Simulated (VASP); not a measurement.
Here is a VASP 6.6.1 calculation.

The input INCAR:

```
SYSTEM = As2F3
PREC     = Accurate       ! precision mode
ENCUT    = 520            ! plane-wave cutoff, eV
EDIFF    = 1E-6           ! SCF threshold, eV
ISMEAR   = 0              ! smearing method
SIGMA    = 0.1            ! smearing width, eV
LREAL    = .FALSE.        ! projectors in reciprocal space
LASPH    = .TRUE.         ! aspherical terms in the spheres
NELM     = 60             ! most SCF steps
ALGO     = Normal         ! electronic algorithm
ISIF     = 2              ! what is computed and relaxed
LWAVE    = .FALSE.        ! write WAVECAR
LCHARG   = .FALSE.        ! write CHGCAR
GGA      = PE             ! functional
NBANDS   = 24             ! bands
```

The input KPOINTS:

```
regular mesh
0
G
  6 6 4
  0 0 0
```

POSCAR

```
As2F3
1.0
    3.7630973374      0.0000000000      0.0000000000
   -1.8815486687      3.2589378911      0.0000000000
    0.0000000000      0.0000000000      5.8547681925
As F
2 3
Direct
    0.3333333333      0.6666666667      0.2450000000
    0.6666666667      0.3333333333      0.7550000000
    0.0000000000      0.0000000000      0.0000000000
    0.3333333333      0.6666666667      0.6450000000
    0.6666666667      0.3333333333      0.3550000000
```

Potentials or basis: VASP PAW PBE potentials, release 64 (As, F).

Launch:

```sh
$ cat potpaw_PBE.64/As/POTCAR potpaw_PBE.64/F/POTCAR > POTCAR
$ mpirun -np 1 vasp_std > vasp.out
```

**Question.** What does it give for the pressure?

**Answer.** 6.7 GPa.

**Question.** What does it give for the band gap on the k mesh?

**Answer.** Zero (an odd number of electrons rules out a gap without spin polarisation).

**Question.** What does it give for the largest force?

**Answer.** 1.550 eV/Å.

Stress tensor (GPa, compression positive):
```
6.68 0.00 0.00
0.00 6.68 0.00
0.00 0.00 6.84
```

Caveat: the cell stands under pressure; an odd number of electrons without spin polarisation forces a metal; a magnetic or distorted state may lie lower.
